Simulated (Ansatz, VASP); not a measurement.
Rh: VASP beside Ansatz

File INCAR:

```
PREC = Accurate ; ENCUT = 520
EDIFF = 1E-8 ; ISMEAR = -1
SIGMA = 0.03 ; LREAL = F
LASPH = T ; NELM = 100
ALGO = Normal ; ISIF = 2
LWAVE = F ; LCHARG = F
GGA = CA ; LEFG = T
NBANDS = 14
```

KPOINTS

```
Automatic mesh
0
Gamma
  16 16 16
```

File POSCAR:

```
Rh
1.0
    0.0000000000      1.8758502280      1.8758502280
    1.8758502280      0.0000000000      1.8758502280
    1.8758502280      1.8758502280      0.0000000000
Rh
1
Direct
    0.0000000000      0.0000000000      0.0000000000
```

Input for Ansatz:

```yaml
crystal:
  lattice:
    - [0.0, 1.875850228, 1.875850228]
    - [1.875850228, 0.0, 1.875850228]
    - [1.875850228, 1.875850228, 0.0]
  atoms:
    - { symbol: Rh, position: [0.0, 0.0, 0.0] }
kpoints:
  mp_grid: { grid: [16, 16, 16] }
scf:
  occupations: { method: fermi_dirac, width: 0.03 }
hamiltonian:
  xc: lda
  pseudopotentials: { kind: all_electron, datasets: crystal }
output:
  forces: true
  stress: true
  eigenvalues: true
  efg: { contact_densities: true }
```

Change from the starting cell: volume scaled by 0.96, crystal datasets.

Alike in both runs: task electric field gradients; functional LDA; k mesh 16 × 16 × 16; occupations fermi-dirac, width 0.03 eV; no spin polarisation.

|  | VASP | Ansatz |
| --- | --- | --- |
| version | VASP 6.6.1 | Ansatz 0.2.0 |
| potentials or method | VASP PAW LDA potentials, release 64 (Rh_pv), cutoff 520 eV | all-electron PAW with datasets made for the crystal, scalar-relativistic |

VASP gave:

```
pressure (GPa) : 1.5
```

**Question.** Which values does Ansatz return?

**Answer.** Pressure (GPa): 0.6.

LDA's correlation is that of Perdew and Zunger in VASP and of Perdew and Wang (1992) in Ansatz. Ansatz ran all-electron here, and VASP with PAW potentials.
